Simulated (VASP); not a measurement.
Input of a VASP 6.6.1 run:

Contents of INCAR:

```
PREC = Accurate
ENCUT = 520
EDIFF = 1E-7
ISMEAR = 0
SIGMA = 0.05
LREAL = False
LASPH = True
NELM = 100
ALGO = Normal
ISIF = 2
LWAVE = False
LCHARG = True
GGA = PS
LELF = True
LVHAR = True
NBANDS = 24
```

File KPOINTS:

```
Automatic mesh
0
Gamma
  10 10 6
```

The input POSCAR:

```
ZrC
1.0
    3.3300277720      0.0000000000      0.0000000000
   -1.6650138860      2.8838886459      0.0000000000
    0.0000000000      0.0000000000      5.1851067218
Zr C
2 2
Direct
    0.3333333333      0.6666666667      0.2500000000
    0.6666666667      0.3333333333      0.7500000000
    0.0000000000      0.0000000000      0.0000000000
    0.0000000000      0.0000000000      0.5000000000
```

Potentials or basis: VASP PAW PBE potentials, release 64 (Zr_sv, C).

Run with:

```bash
$ cat potpaw_PBE.64/Zr_sv/POTCAR potpaw_PBE.64/C/POTCAR > POTCAR
$ mpirun -np 1 vasp_std > vasp.out
```

(1) Predict the band gap on the k mesh.

(2) What does it give for the pressure?

Results:

(1) zero (band 16 reaches 11.23 eV, above the bottom of band 17 at 10.24 eV).

(2) 5.3 GPa.

Caveat: the PAW data sets were made with another functional, which shifts forces and pressure a little.
